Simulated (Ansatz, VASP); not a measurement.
## CdF2 in VASP and in Ansatz

```
CELL_PARAMETERS angstrom
0.00000 2.61318 2.69400
2.61318 0.00000 2.69400
2.61318 2.61318 0.00000
ATOMIC_POSITIONS crystal
Cd 0.00000 0.00000 0.00000
F 0.25000 0.25000 0.25000
F 0.75000 0.75000 0.75000
```

Change from the starting cell: strain -0.030 along x and y, +0.000 along z, atoms carried along.

Alike in both runs: task single point; functional PBE; k mesh 8 × 8 × 8; occupations gaussian, width 0.05 eV; no spin polarisation.

|  | VASP | Ansatz |
| --- | --- | --- |
| version | VASP 6.6.1 | Ansatz 0.2.0 |
| potentials or method | VASP PAW PBE potentials, release 64 (Cd, F), cutoff 520 eV | scalar-relativistic, plane waves, PAW |
| valence electrons in the cell | 26 | 34 |

Ansatz gave:

* gap on the k mesh at the Fermi level (eV): 3.29
* least direct gap on the mesh (eV): 3.67
* pressure (GPa): 13.7
* traceless stress, the component that is largest in VASP (GPa): -2.28

Question: Which values does VASP return?

Answer: gap on the k mesh at the Fermi level (eV): 3.25; least direct gap on the mesh (eV): 3.63; pressure (GPa): 14.8; traceless stress, the component that is largest in VASP (GPa): -2.24.

VASP's potentials hold 26 valence electrons a cell and Ansatz's 34, so a difference there can come from the potentials and not from the codes.
